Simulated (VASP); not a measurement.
# Ta4N: single point with PBE

Ta4N, a slab with vacuum:

```
CELL_PARAMETERS angstrom
3.31897 0.00000 0.00000
0.00000 3.31897 0.00000
0.00000 0.00000 20.29966
ATOMIC_POSITIONS crystal
Ta 0.50000 0.50000 0.19705
Ta 0.00000 0.00000 0.27880
Ta 0.50000 0.50000 0.35991
Ta 0.00000 0.00000 0.43349
N 0.00000 0.50000 0.48172
```

```
Program                : VASP 6.6.1
Task                   : single point
Functional             : PBE
Potentials or basis    : VASP PAW PBE potentials, release 64 (Ta_pv, N)
Cutoff                 : 520 eV
k mesh                 : 8 × 8 × 1
Occupations            : gaussian, width 0.1 eV
Spin                   : no spin polarisation
Dipole correction      : yes
Further INCAR settings : ALGO = Normal; EDIFF = 1e-07; NBANDS = 32
```

| Property | Result |
| --- | --- |
| Largest force | 2.127 eV/Å |

Forces in eV/Å, atoms in the order of the input:
```
Ta   0.000  0.000  1.148
Ta   0.000  0.000 -0.878
Ta   0.000  0.000 -2.127
Ta   0.000  0.000  1.733
N    0.000  0.000  0.123
```

Levels at points of the mesh, in eV from the Fermi level:
| k point | band 21 | band 22 | band 23 | band 24 | band 25 | band 26 | band 27 | band 28 |
| --- | --- | --- | --- | --- | --- | --- | --- | --- |
| (0.00, 0.00, 0.00) | -1.71 | -0.85 | -0.12 | 0.26 | 0.29 | 0.31 | 0.58 | 0.96 |
| (0.50, 0.00, 0.00) | -1.59 | -0.98 | -0.91 | -0.30 | -0.05 | 0.67 | 0.75 | 1.32 |
| (0.00, 0.50, 0.00) | -1.54 | -1.27 | -1.04 | -0.99 | 0.12 | 0.15 | 0.84 | 1.41 |
| (0.50, 0.50, 0.00) | -1.82 | -1.73 | -0.75 | -0.68 | -0.25 | 1.78 | 1.86 | 2.04 |

It took 3.4 min on 1 thread of Intel(R) Xeon(R) 6975P-C (Granite Rapids), with other jobs on the host, peak memory 0.43 GiB.

Caveat: spin-orbit coupling is left out, which moves the levels of the heavy elements.
